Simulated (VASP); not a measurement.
A run of VASP 6.6.1 is set up as follows.

Contents of POSCAR:

```
AlN
1.0
    3.3557014719      0.0000000000      0.0000000000
   -1.6778507360      2.9061221181      0.0000000000
    0.0000000000      0.0000000000      4.2426688325
Al N
2 2
Direct
    0.3333333333      0.6666666667      0.7500000000
    0.6666666667      0.3333333333      0.2500000000
    0.3333333333      0.6666666667      0.2500000000
    0.6666666667      0.3333333333      0.7500000000
```

Contents of INCAR.step1:

```
PREC     = Accurate       # precision mode
ENCUT    = 520            # plane-wave cutoff, eV
ISMEAR   = 0              # smearing method
SIGMA    = 0.01           # smearing width, eV
LREAL    = F              # projectors in reciprocal space
LASPH    = T              # aspherical terms in the spheres
NELM     = 60             # most SCF steps
NBANDS   = 16             # bands
GGA      = PE             # functional
ALGO     = Normal         # electronic algorithm
EDIFF    = 1E-4           # SCF threshold, eV
LWAVE    = T              # write WAVECAR
LCHARG   = F              # write CHGCAR
```

File INCAR.step2:

```
PREC     = Accurate       # precision mode
ENCUT    = 520            # plane-wave cutoff, eV
EDIFF    = 1E-7           # SCF threshold, eV
ISMEAR   = 0              # smearing method
SIGMA    = 0.01           # smearing width, eV
LREAL    = F              # projectors in reciprocal space
LASPH    = T              # aspherical terms in the spheres
NELM     = 60             # most SCF steps
ALGO     = Normal         # electronic algorithm
ISIF     = 2              # what is computed and relaxed
LWAVE    = F              # write WAVECAR
LCHARG   = F              # write CHGCAR
METAGGA  = R2SCAN         # meta-GGA
LMIXTAU  = T            
NBANDS   = 16             # bands
ISTART   = 1
```

The input KPOINTS:

```
Automatic mesh
0
Gamma
  12 12 6
```

Potentials or basis: VASP PAW PBE potentials, release 64 (Al, N).

Command:

```sh
$ cat potpaw_PBE.64/Al/POTCAR potpaw_PBE.64/N/POTCAR > POTCAR
$ cp INCAR.step1 INCAR
$ mpirun -np 1 vasp_std > vasp.out
$ cp INCAR.step2 INCAR
$ mpirun -np 1 vasp_std > vasp.out
```

Predict the band gap on the k mesh.

3.55 eV, direct.

Estimate the pressure.

-13.1 GPa.

Stress tensor (GPa, compression positive):
```
-13.46   0.00   0.00
  0.00 -13.46   0.00
  0.00   0.00 -12.34
```

Caveat: the PAW data sets were made with another functional, which shifts forces and pressure a little. r2SCAN opens gaps a little over a GGA but as a rule still falls short of measured ones.
